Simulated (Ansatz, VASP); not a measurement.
# One calculation of YbN, two programs

File INCAR:

```
SYSTEM = YbN
PREC = Accurate ; ENCUT = 520
EDIFF = 1E-6 ; ISMEAR = 0
SIGMA = 0.05 ; LREAL = .False.
LASPH = .True. ; NELM = 150
ALGO = Normal ; ISIF = 2
LWAVE = .False. ; LCHARG = .False.
ISPIN = 2 ; MAGMOM = 1.08 0
LORBIT = 11 ; LMAXMIX = 6
LDAU = .True. ; LDAUTYPE = 2
LDAUL = 3 -1 ; LDAUU = 6 0
LDAUJ = 0 0 ; LDAUPRINT = 1
GGA = PE ; NBANDS = 26
```

Contents of KPOINTS:

```
Automatic mesh
0
Gamma
  6 6 6
  0 0 0
```

Contents of POSCAR:

```
YbN
1.0
    0.0000000000      2.5811819695      2.5811819695
    2.5811819695      0.0000000000      2.5811819695
    2.5811819695      2.5811819695      0.0000000000
Yb N
1 1
Direct
    0.0000000000      0.0000000000      0.0000000000
    0.2500000000      0.2500000000      0.2500000000
```

Input for Ansatz:

```yaml
crystal:
  lattice:
    - [0.0, 2.5811819695, 2.5811819695]
    - [2.5811819695, 0.0, 2.5811819695]
    - [2.5811819695, 2.5811819695, 0.0]
  atoms:
    - { symbol: Yb, position: [0.0, 0.0, 0.0], spin: 1.08 }
    - { symbol: "N", position: [0.25, 0.25, 0.25] }
basis:
  ecutwfc: 420
  ecutrho_ratio: 4
kpoints:
  mp_grid: { grid: [6, 6, 6] }
hamiltonian:
  xc: pbe
  hubbard: { sites: [{ species: Yb, l: f, u_eff: 6.0 }] }
scf:
  occupations: { method: gaussian, width: 0.05 }
  lower_state_search: "off"
output:
  forces: true
  stress: true
  eigenvalues: true
  populations: true
  hubbard: { sites: [{ species: Yb, l: f }] }
magnetization:
  spin_polarized: true
```

Alike in both runs: task single point; functional PBE; k mesh 6 × 6 × 6; occupations gaussian, width 0.05 eV; collinear spin; Hubbard terms Yb f U = 6.0 eV.

```csv
,VASP,Ansatz
version,VASP 6.6.1,Ansatz 0.2.0
potentials or method,"VASP PAW PBE potentials, release 64 (Yb, N), cutoff 520 eV","scalar-relativistic, plane waves, PAW"
valence electrons in the cell,29,29
```

VASP gave:

```
gap on the k mesh at the Fermi level (eV)                     : none
pressure (GPa)                                                : 2.1
net moment per atom (μB)                                      : 0.50
size of the moment on the site where the two differ most (μB) : 0.33
```

Question: Estimate Ansatz's values.

Answer: gap on the k mesh at the Fermi level (eV): none; pressure (GPa): 5.8; net moment per atom (μB): 0.50; size of the moment on the site where the two differ most (μB): 0.48.

Site moments also hang on the region over which each program counts them. The programs project onto different local orbitals, so the same U acts differently, and such runs can settle in different states. A gap of «none» marks a metal or a gap that the smearing closes. Ansatz's warnings: filled band counts differ across k points.

Neither program's run includes spin-orbit coupling.
